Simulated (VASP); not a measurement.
Set up this calculation in VASP 6.6.1, as the native input.

| Quantity | Value |
| --- | --- |
| Task | single point |
| Functional | LDA |
| Potentials or basis | VASP PAW LDA potentials, release 64 (Si, Ga_d) |
| Cutoff | 520 eV |
| k mesh | 2 × 2 × 2 |
| Occupations | fermi-dirac, width 0.02 eV |
| Spin | collinear spin, ferromagnetic start |
| Starting moments | [0.0, 0.0, 0.0, 0.0, 0.0, 0.0, 0.0, 0.0, 0.0, 0.0, 0.0, 0.0, 0.0, 0.0, 0.0, 0.0, 1.0] μB |
| Dipole correction | no |
| Further INCAR settings | LREAL = Auto; ALGO = Normal; EDIFF = 1e-06; NBANDS = 56 |

The structure of GaSi16 (a cell with a defect) lies in POSCAR:

```
GaSi16
1.0
    0.0000000000      5.4300000000      5.4300000000
    5.4300000000      0.0000000000      5.4300000000
    5.4300000000      5.4300000000      0.0000000000
Si Ga
16 1
Direct
    0.0004165089      0.0019818480     -0.0040200340
    0.1214977542      0.1229174405      0.1275773847
    0.0003708109      0.0019544406      0.5012165582
    0.1239319363      0.1258414028      0.6248770762
   -0.0136472212      0.5048418653      0.0042484544
    0.1214720695      0.6283527095      0.1275423361
    0.0003109121      0.4969476883      0.5011794358
    0.1214488556      0.6283063449      0.6223145693
    0.5034405615     -0.0122893197      0.0042363003
    0.6267700703      0.1229529836      0.1276450252
    0.4950322425      0.0020194035      0.5012908517
    0.6267279190      0.1229416092      0.6222922046
    0.5033798891      0.5049162244      0.0041959661
    0.6241535987      0.6255118093      0.1250223266
    0.5033655832      0.5048756588      0.4872215808
    0.6266814195      0.6283918723      0.6222970285
    0.3741659899      0.3754618187      0.8750605356
```

One way to write it, as run:

INCAR

```
PREC = Accurate
ENCUT = 520
EDIFF = 1E-6
ISMEAR = -1
SIGMA = 0.02
LREAL = Auto
LASPH = True
NELM = 150
ALGO = Normal
ISIF = 2
LWAVE = False
LCHARG = True
ISPIN = 2
MAGMOM = 0 0 0 0 0 0 0 0 0 0 0 0 0 0 0 0 1
LORBIT = 11
GGA = CA
LELF = True
LVHAR = True
NBANDS = 56
```

KPOINTS

```
Automatic mesh
0
Gamma
  2 2 2
```

Potentials or basis: VASP PAW LDA potentials, release 64 (Si, Ga_d).

The run is started by

```console
$ cat potpaw_LDA.64/Si/POTCAR potpaw_LDA.64/Ga_d/POTCAR > POTCAR
$ mpirun -np 1 vasp_std > vasp.out
```

It gave:

The pressure is 2.4 GPa, the largest force is 0.009 eV/Å and the net moment is 0.00 μB per cell. The valence electrons inside the program's atomic spheres are Si 1.71, 1.69, 1.72, 1.77; Ga 11.89.

Caveat: the k points lie up to 0.50 Å⁻¹ apart.

Wall time 8.3 min on 1 thread of Intel(R) Xeon(R) Platinum 8488C (Sapphire Rapids), with other jobs on the host, peak memory 0.49 GiB.
